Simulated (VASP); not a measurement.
Write the native input for VASP 6.6.1 that does the following.

| Quantity | Value |
| --- | --- |
| Task | single point |
| Functional | PBE |
| Potentials or basis | VASP PAW PBE potentials, release 64 (In_d, Sb) |
| Cutoff | 520 eV |
| k mesh | 16 × 16 × 16 |
| Occupations | gaussian, width 0.15 eV |
| Spin | no spin polarisation |
| Dipole correction | no |
| Further INCAR settings | ALGO = Normal; EDIFF = 1e-06; NBANDS = 16 |

The structure of InSb lies in POSCAR:

```
InSb
1.0
    0.0000000000      3.3174249940      3.3174249940
    3.5164704936      0.0000000000      3.3174249940
    3.5164704936      3.3174249940      0.0000000000
In Sb
1 1
Direct
    0.0000000000      0.0000000000      0.0000000000
    0.7500000000      0.7500000000      0.7500000000
```

This cell differs from its parent crystal: strain +0.0600 x Voigt [1, 0, 0, 0, 0, 0].

One way to write it, as run:

INCAR

```
PREC     = Accurate       # precision mode
ENCUT    = 520            # plane-wave cutoff, eV
EDIFF    = 1E-6           # SCF threshold, eV
ISMEAR   = 0              # smearing method
SIGMA    = 0.15           # smearing width, eV
LREAL    = F              # projectors in reciprocal space
LASPH    = T              # aspherical terms in the spheres
NELM     = 80             # most SCF steps
ALGO     = Normal         # electronic algorithm
ISIF     = 2              # what is computed and relaxed
LWAVE    = F              # write WAVECAR
LCHARG   = F              # write CHGCAR
GGA      = PE             # functional
NBANDS   = 16             # bands
```

KPOINTS

```
Automatic mesh
0
Gamma
  16 16 16
```

Potentials or basis: VASP PAW PBE potentials, release 64 (In_d, Sb).

Run with:

```sh
$ cat potpaw_PBE.64/In_d/POTCAR potpaw_PBE.64/Sb/POTCAR > POTCAR
$ mpirun -np 1 vasp_std > vasp.out
```

Results of the run:

```yaml
Pressure: -1.9 GPa
Band_gap_on_the_k_mesh: zero (filled and empty bands touch)
```

Caveat: the cell differs from its parent crystal (strain +0.0600 x Voigt [1, 0, 0, 0, 0, 0]); semilocal functionals underestimate gaps, and a narrow one can read as zero; spin-orbit coupling is left out, which moves the levels of the heavy elements.

Run time: 6.3 min on 1 thread of AMD EPYC 7R43 64-Core Processor (Zen 3) (shared host), peak memory 0.52 GiB.
